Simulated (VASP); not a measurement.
Here is a VASP 6.6.1 calculation.

INCAR

```
SYSTEM = HC10
ALGO = Normal
DIPOL = 0.5 0.5 0.490
EDIFF = 1E-6
ENCUT = 520
GGA = PE
IDIPOL = 3
ISIF = 2
ISMEAR = 0
IVDW = 12
LASPH = .TRUE.
LCHARG = .FALSE.
LDIPOL = .TRUE.
LREAL = .FALSE.
LWAVE = .FALSE.
NBANDS = 32
NELM = 100
PREC = Accurate
SIGMA = 0.1
```

File KPOINTS:

```
k-points
0
G
  12 12 1
  0 0 0
```

The input POSCAR:

```
HC10
1.0
    2.4655379968      0.0000000000      0.0000000000
   -1.2327689984      2.1341461181      0.0000000000
    0.0000000000      0.0000000000     32.5979680033
C H
10 1
Direct
    0.0833101796      0.1666203592      0.2607524494
    0.4166898204      0.8333796408      0.2607524494
    0.5833101796      0.1666203592      0.3650391026
    0.9166898204      0.8333796408      0.3650391026
    0.1029167415      0.2058334830      0.4703806978
    0.4362870274      0.8725740547      0.4704117147
    0.4728140294     -0.0543719411      0.5742674615
    0.8062002580      0.6124005161      0.5743975184
    0.1426107588      0.2852215176      0.6643861557
    0.4759800711      0.9519601421      0.6725875252
    0.4760012415      0.9520024829      0.7086192120
```

Potentials or basis: VASP PAW PBE potentials, release 64 (C, H).

Run with:

```sh
$ cat potpaw_PBE.64/C/POTCAR potpaw_PBE.64/H/POTCAR > POTCAR
$ mpirun -np 1 vasp_std > vasp.out
```

**Question.** Predict the band gap on the k mesh.

**Answer.** Zero (an odd number of electrons rules out a gap without spin polarisation).

**Question.** Estimate the dispersion energy per atom.

**Answer.** -0.134 eV.

**Question.** Predict the largest force.

**Answer.** 0.028 eV/Å.

Forces on the atoms (eV/Å):
```
C    0.000  0.000  0.000
C    0.000  0.001  0.001
C    0.000  0.001  0.003
C    0.000 -0.001  0.006
C    0.000 -0.001  0.005
C    0.000  0.004 -0.005
C    0.000 -0.004  0.012
C    0.000  0.003 -0.028
C    0.000  0.000 -0.012
C    0.000 -0.001  0.000
H    0.000  0.000  0.016
```
